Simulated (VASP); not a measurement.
## TiHg2: single point with PBE

Crystal: TiHg2.

```
CELL_PARAMETERS angstrom
0.00000 3.98866 3.98866
3.98866 0.00000 3.98866
3.98866 3.98866 0.00000
ATOMIC_POSITIONS crystal
Ti 0.00000 0.00000 0.00000
Ti 0.25000 0.25000 0.25000
Hg 0.62500 0.62500 0.62500
Hg 0.12500 0.62500 0.62500
Hg 0.62500 0.62500 0.12500
Hg 0.62500 0.12500 0.62500
```

```
Program             : VASP 6.6.1
Task                : single point
Functional          : PBE
Potentials or basis : VASP PAW PBE potentials, release 64 (Ti_sv, Hg)
Cutoff              : 520 eV
k mesh              : 8 × 8 × 8
Occupations         : gaussian, width 0.1 eV
Spin                : no spin polarisation
```

- Pressure: 0.7 GPa
- Band gap on the k mesh: zero (bands 36 and 37 overlap by 0.84 eV)

Levels at points of the mesh, in eV from the Fermi level:
| k point | band 35 | band 36 | band 37 | band 38 | band 39 | band 40 |
| --- | --- | --- | --- | --- | --- | --- |
| (0.00, 0.00, 0.00) | -1.06 | -0.61 | -0.61 | -0.61 | 1.34 | 1.34 |
| (0.50, 0.00, 0.00) | -0.61 | -0.15 | -0.15 | 0.19 | 1.23 | 1.23 |
| (0.50, 0.50, 0.00) | 0.16 | 0.16 | 0.51 | 0.51 | 1.12 | 1.12 |

Run time: 5.9 min on 1 thread of Intel(R) Xeon(R) 6975P-C (Granite Rapids), with other jobs on the host, peak memory 0.34 GiB.

Caveat: spin-orbit coupling is left out, which moves the levels of the heavy elements.
